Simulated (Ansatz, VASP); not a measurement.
# Bi: VASP beside Ansatz

```xyz
2
Lattice="3.4786 0.0000 0.0000 -1.7393 3.0126 0.0000 0.0000 0.0000 5.7400" Properties=species:S:1:pos:R:3 pbc="T T T"
Bi    0.0000    2.0084    1.4350
Bi    1.7393    1.0042    4.3050
```

Alike in both runs: functional PBEsol; k mesh 18 × 18 × 10; occupations gaussian, width 0.1 eV; no spin polarisation.

Ansatz relaxed the structure, and its values are those at the end. VASP's run is a single point on that final structure, the one shown.

```csv
,VASP,Ansatz
version,VASP 6.6.1,Ansatz 0.2.0
potentials or method,"VASP PAW PBE potentials, release 64 (Bi_d), cutoff 520 eV","scalar-relativistic, plane waves, PAW"
valence electrons in the cell,30,30
```

|  | VASP | Ansatz | Ansatz less VASP |
| --- | --- | --- | --- |
| gap on the k mesh at the Fermi level (eV) | none | none | - |
| pressure (GPa) | -0.1 | 0.0 | +0.07 |

VASP's potentials were made for PBE, not for PBEsol. A gap of «none» marks a metal or a gap that the smearing closes.

Neither program's run includes spin-orbit coupling.
